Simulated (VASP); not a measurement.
Input of a VASP 6.6.1 run:

The input INCAR:

```
  ALGO = Normal
  EDIFF = 1E-7
  EDIFFG = -0.002
  ENCUT = 600
  GGA = PS
  IBRION = 2
  ISIF = 3
  ISMEAR = 0
  LASPH = T
  LCHARG = F
  LREAL = F
  LWAVE = F
  NELM = 60
  NSW = 100
  PREC = Accurate
  PSTRESS = 20.0
  SIGMA = 0.01
```

Contents of KPOINTS:

```
k-points
0
Gamma
  8 8 4
```

The input POSCAR:

```
ZnO
1.0
    3.2299990317      0.0000000000      0.0000000000
   -1.6149995159      2.7972612157      0.0000000000
    0.0000000000      0.0000000000      5.2143592997
Zn O
2 2
Direct
    0.3333333333      0.6666666667      0.5000410921
    0.6666666667      0.3333333333      0.0000410921
    0.6666666667      0.3333333333      0.3789689079
    0.3333333333      0.6666666667      0.8789689079
```

Potentials or basis: VASP PAW PBE potentials, release 64 (Zn, O).

The run is started by

```bash
$ cat potpaw_PBE.64/Zn/POTCAR potpaw_PBE.64/O/POTCAR > POTCAR
$ mpirun -np 1 vasp_std > vasp.out
```

Predict the relaxed volume.

11.69 Å³/atom.

Estimate the relaxed cell.

a = 3.222 Å, b = 3.222 Å, c = 5.201 Å, α = 90.00°, β = 90.00°, γ = 120.00°.

Final structure:
```xyz
4
Lattice="3.2215 0.0000 0.0000 -1.6108 2.7899 0.0000 0.0000 0.0000 5.2007" Properties=species:S:1:pos:R:3 pbc="T T T"
Zn    0.0000    1.8599    2.6006
Zn    1.6108    0.9300    0.0002
O     1.6108    0.9300    1.9709
O     0.0000    1.8599    4.5712
```

Caveat: the cell is relaxed towards a set pressure, so the run minimises the enthalpy, not the energy; the PAW data sets were made with another functional, which shifts forces and pressure a little.
